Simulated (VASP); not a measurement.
PbSe: relaxation of cell and atoms with r2SCAN+D3(BJ)

Crystal: PbSe.

```xyz
4
Lattice="2.1549 -6.1339 0.0000 2.1549 6.1339 0.0000 0.0000 0.0000 4.4505" Properties=species:S:1:pos:R:3 pbc="T T T"
Pb    2.1549   -1.6164    3.3379
Pb    2.1549    1.6164    1.1126
Se    2.1549   -4.4323    3.3379
Se    2.1549    4.4323    1.1126
```

* Program: VASP 6.6.1
* Task: relaxation of cell and atoms
* Functional: r2SCAN
* Dispersion: D3(BJ)
* Potentials or basis: VASP PAW PBE potentials, release 64 (Pb_d, Se)
* Cutoff: 600 eV
* k mesh: 4 × 4 × 4
* Occupations: gaussian, width 0.01 eV
* Spin: no spin polarisation
* Target pressure: 2 GPa
* Dipole correction: no
* Further INCAR settings: ALGO = Normal; EDIFF = 1e-07; IBRION = 2; EDIFFG = -0.01; NSW = 80; ISIF = 3

The relaxed volume is 27.10 Å³/atom. The relaxed cell is a = 6.225 Å, b = 6.225 Å, c = 4.389 Å, α = 90.00°, β = 90.00°, γ = 140.41°. The space group after relaxing (to 0.1 Å) is Cmcm (No. 63) and the energy change on relaxing (the run minimises the enthalpy) is +4.2 meV/atom. The ionic steps are 18 and the pressure after relaxing is 2.0 GPa. The largest force after relaxing is 0.005 eV/Å. The band gap on the k mesh is 1.30 eV (least direct gap 1.82 eV). The dispersion energy per atom is -0.184 eV.

Forces on the atoms (eV/Å):
```
Pb   0.000  0.001  0.000
Pb   0.000 -0.001  0.000
Se   0.000  0.005  0.000
Se   0.000 -0.005  0.000
```

Step by step:
```
step  energy change (eV)  largest force (eV/Å)  pressure (GPa)  volume (Å³)
   1              0.0000                0.0622           -1.00       117.65
   2              0.0663                0.5136            3.66       108.52
   3              0.0162                0.3335            1.99       111.36
   4              0.0133                0.2552            2.02       110.64
   5              0.0243                0.0774            2.26       108.51
   6              0.0165                0.0536            1.96       108.54
   7              0.0161                0.0475            1.90       108.55
   8              0.0188                0.0233            2.06       108.29
   9              0.0200                0.0281            2.13       108.20
  10              0.0181                0.0198            2.05       108.32
  11              0.0158                0.0137            1.96       108.48
  12              0.0161                0.0138            1.97       108.46
  13              0.0167                0.0112            2.00       108.41
  14              0.0174                0.0096            2.03       108.35
  15              0.0187                0.0095            2.09       108.25
  16              0.0179                0.0106            2.06       108.31
  17              0.0176                0.0077            2.04       108.33
  18              0.0169                0.0050            2.00       108.39
```

Final structure:
```xyz
4
Lattice="2.1081 -5.8572 0.0000 2.1081 5.8572 0.0000 0.0000 0.0000 4.3890" Properties=species:S:1:pos:R:3 pbc="T T T"
Pb    2.1081   -1.4596    3.2918
Pb    2.1081    1.4596    1.0973
Se    2.1081   -4.2547    3.2918
Se    2.1081    4.2547    1.0973
```

Levels at points of the mesh, in eV from the valence-band top:
```csv
k point,band 18,band 19,band 20,band 21,band 22,band 23
"(0.00, 0.00, 0.00)",-1.90,-1.51,-0.58,4.80,4.84,5.13
"(0.50, 0.00, 0.00)",-1.11,-0.61,-0.24,1.78,1.82,1.97
"(0.50, 0.50, 0.00)",-1.62,-1.25,-0.63,1.30,4.53,4.78
"(0.00, 0.00, 0.50)",-1.07,0.00,0.00,1.82,1.82,2.58
"(0.50, 0.00, 0.50)",-3.55,-1.38,-1.38,3.44,3.44,6.07
"(0.50, 0.50, 0.50)",-0.98,-0.48,-0.48,1.76,1.76,3.21
```

It took 50 min on 1 thread of Intel(R) Xeon(R) 6975P-C (Granite Rapids) (shared host), peak memory 0.39 GiB.

Caveat: the cell is relaxed towards a set pressure, so the run minimises the enthalpy, not the energy; the PAW data sets were made with another functional, which shifts forces and pressure a little; spin-orbit coupling is left out, which moves the levels of the heavy elements. A k mesh can miss the band edges.
